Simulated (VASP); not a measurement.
Wanted: the native input for a VASP 6.6.1 run.

| Item | Value |
| --- | --- |
| Task | single point |
| Functional | PBEsol |
| Potentials or basis | VASP PAW PBE potentials, release 64 (Mg, Zn, O) |
| Cutoff | 520 eV |
| k mesh | 12 × 12 × 4 |
| Occupations | fermi-dirac, width 0.02 eV |
| Spin | no spin polarisation |
| Dipole correction | no |
| Further INCAR settings | ALGO = Normal; EDIFF = 1e-06; NBANDS = 31 |

The structure of MgZn2O3 lies in POSCAR:

```
MgZn2O3
1.0
    3.0088124745      0.0000000000      0.0000000000
   -1.5044062372      2.6057080381      0.0000000000
    0.0000000000      0.0000000000      7.3342160505
Mg Zn O
1 2 3
Direct
    0.0000000000      0.0000000000      0.0000000000
    0.3333333333      0.6666666667      0.6682293500
    0.6666666667      0.3333333333      0.3317706500
    0.3333333333      0.6666666667      0.1617356100
    0.6666666667      0.3333333333      0.8382643900
    0.0000000000      0.0000000000      0.5000000000
```

The input as run:

INCAR

```
  ALGO = Normal
  EDIFF = 1E-6
  ENCUT = 520
  GGA = PS
  ISIF = 2
  ISMEAR = -1
  LASPH = True
  LCHARG = False
  LREAL = False
  LWAVE = False
  NBANDS = 31
  NELM = 100
  PREC = Accurate
  SIGMA = 0.02
```

KPOINTS

```
k-points
0
Gamma
  12 12 4
```

Potentials or basis: VASP PAW PBE potentials, release 64 (Mg, Zn, O).

The run is started by

```console
$ cat potpaw_PBE.64/Mg/POTCAR potpaw_PBE.64/Zn/POTCAR potpaw_PBE.64/O/POTCAR > POTCAR
$ mpirun -np 1 vasp_std > vasp.out
```

Results of the run:

```json
{
  "Pressure": "0.6 GPa",
  "Largest force": "0.074 eV/Å",
  "Band gap on the k mesh": "1.85 eV"
}
```

Caveat: the PAW data sets were made with another functional, which shifts forces and pressure a little.

Wall time 47 s on 1 thread of Intel(R) Xeon(R) 6975P-C (Granite Rapids), with other jobs on the host, peak memory 0.25 GiB.
